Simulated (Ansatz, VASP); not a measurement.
**One calculation of MgF2, two programs**

File POSCAR:

```
MgF2
1.0
    4.6218997728      0.0000000000      0.0000000000
    0.0000000000      4.6220926162      0.0000000000
    0.0000000000      0.0000000000      3.0461460124
Mg F
2 4
Direct
    0.5000000000      0.5000000000      0.5000000000
    0.0000000000      0.0000000000      0.0000000000
    0.8029114217      0.1970073647      0.5000000000
    0.1970885783      0.8029926353      0.5000000000
    0.3029114217      0.3029926353      0.0000000000
    0.6970885783      0.6970073647      0.0000000000
```

Contents of INCAR.step1:

```
SYSTEM = MgF2
  ALGO = Normal
  EDIFF = 1E-5
  ENCUT = 520
  GGA = PE
  GGA_COMPAT = .FALSE.
  ISIF = 2
  ISMEAR = 0
  KPAR = 4
  LASPH = .TRUE.
  LCHARG = .FALSE.
  LREAL = .FALSE.
  LWAVE = .TRUE.
  NBANDS = 25
  NELM = 120
  PREC = Accurate
  SIGMA = 0.01
```

Contents of INCAR.step2:

```
SYSTEM = MgF2
  ALGO = Normal
  EDIFF = 1E-6
  ENCUT = 520
  GGA = PE
  GGA_COMPAT = .FALSE.
  HFSCREEN = 0.2079
  ISIF = 2
  ISMEAR = 0
  ISTART = 1
  KPAR = 4
  LASPH = .TRUE.
  LCHARG = .FALSE.
  LHFCALC = .TRUE.
  LREAL = .FALSE.
  LWAVE = .FALSE.
  NBANDS = 25
  NELM = 120
  PREC = Accurate
  PRECFOCK = Normal
  SIGMA = 0.01
```

Contents of KPOINTS:

```
k-points
0
G
  4 4 4
  0 0 0
```

Input for Ansatz:

```yaml
crystal:
  lattice:
    - [4.6218997728, 0.0, 0.0]
    - [0.0, 4.6220926162, 0.0]
    - [0.0, 0.0, 3.0461460124]
  atoms:
    - { symbol: Mg, position: [0.5, 0.5, 0.5] }
    - { symbol: Mg, position: [0.0, 0.0, 0.0] }
    - { symbol: F, position: [0.8029114217, 0.1970073647, 0.5] }
    - { symbol: F, position: [0.1970885783, 0.8029926353, 0.5] }
    - { symbol: F, position: [0.3029114217, 0.3029926353, 0.0] }
    - { symbol: F, position: [0.6970885783, 0.6970073647, 0.0] }
kpoints:
  mp_grid: { grid: [4, 4, 4] }
hamiltonian:
  xc: hse06
scf:
  occupations: { method: fixed }
  n_extra_bands: 5
output:
  forces: true
  stress: true
  eigenvalues: true
  write_density: true
  write_potential: true
  elf: true
  volumetric_format: npy
```

Alike in both runs: task single point; functional HSE06; k mesh 4 × 4 × 4; no spin polarisation.

```csv
,VASP,Ansatz
version,VASP 6.6.1,Ansatz 0.2.0
potentials or method,"VASP PAW PBE potentials, release 64 (Mg, F)","plane waves, PAW"
plane-wave cutoff (eV),520,420
occupations,"gaussian, width 0.01 eV",fixed
valence electrons in the cell,32,48
```

|  | VASP | Ansatz | Ansatz less VASP |
| --- | --- | --- | --- |
| gap on the k mesh at the Fermi level (eV) | 9.41 | 9.47 | +0.063 |
| pressure (GPa) | 0.7 | 1.1 | +0.38 |
| rms of the force components (eV/Å) | 0.008 | 0.010 | +0.0025 |

Atom by atom the forces differ by 0.003 eV/Å (rms over components). VASP's potentials hold 32 valence electrons a cell and Ansatz's 48, so a difference there can come from the potentials and not from the codes. Ansatz's warnings: stress exchange threshold loose, stress scf threshold loose.

The k mesh is coarse, so the values compare programs but aren't converged.
